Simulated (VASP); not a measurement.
A run of VASP 6.6.1 is set up as follows.

INCAR

```
PREC     = Accurate       # precision mode
ENCUT    = 600            # plane-wave cutoff, eV
EDIFF    = 1E-6           # SCF threshold, eV
ISMEAR   = 0              # smearing method
SIGMA    = 0.1            # smearing width, eV
LREAL    = False          # projectors in reciprocal space
LASPH    = True           # aspherical terms in the spheres
NELM     = 80             # most SCF steps
ALGO     = Fast           # electronic algorithm
ISIF     = 3              # what is computed and relaxed
LWAVE    = False          # write WAVECAR
LCHARG   = False          # write CHGCAR
GGA      = PE             # functional
IBRION   = 2              # ionic algorithm
NSW      = 100            # ionic steps
EDIFFG   = -0.01          # ionic threshold
```

Contents of KPOINTS:

```
Automatic mesh
0
Gamma
  24 24 24
```

The input POSCAR:

```
BO
1.0
    1.1963346438      0.6907041287      4.6458589500
   -1.1963346438      0.6907041287      4.6458589500
    0.0000000000     -1.3814082573      4.6458589500
B O
1 1
Direct
    0.2662825211      0.2662825211      0.2662825211
    0.9758878189      0.9758878189      0.9758878189
```

Potentials or basis: VASP PAW PBE potentials, release 64 (B, O).

Launch:

```console
$ cat potpaw_PBE.64/B/POTCAR potpaw_PBE.64/O/POTCAR > POTCAR
$ mpirun -np 1 vasp_std > vasp.out
```

**Question.** Estimate the relaxed cell.

**Answer.** a = 4.845 Å, b = 4.845 Å, c = 4.845 Å, α = 28.62°, β = 28.62°, γ = 28.62°.

**Question.** What does it give for the space group after relaxing (to 0.1 Å)?

**Answer.** R3m (No. 160).

**Question.** What does it give for the relaxed volume?

**Answer.** 11.53 Å³/atom.

**Question.** Predict the band gap on the k mesh.

**Answer.** Zero (an odd number of electrons rules out a gap without spin polarisation).

Final structure:
```cif
data_structure
_symmetry_space_group_name_H-M 'P 1'
_symmetry_Int_Tables_number 1
_cell_length_a 4.8448
_cell_length_b 4.8448
_cell_length_c 4.8448
_cell_angle_alpha 28.622
_cell_angle_beta 28.622
_cell_angle_gamma 28.622
_cell_volume 23.07
loop_
_atom_site_label
_atom_site_type_symbol
_atom_site_fract_x
_atom_site_fract_y
_atom_site_fract_z
_atom_site_occupancy
B1 B 0.26631 0.26631 0.26631 1
O1 O 0.97586 0.97586 0.97586 1
```

Caveat: an odd number of electrons without spin polarisation forces a metal; a magnetic or distorted state may lie lower.
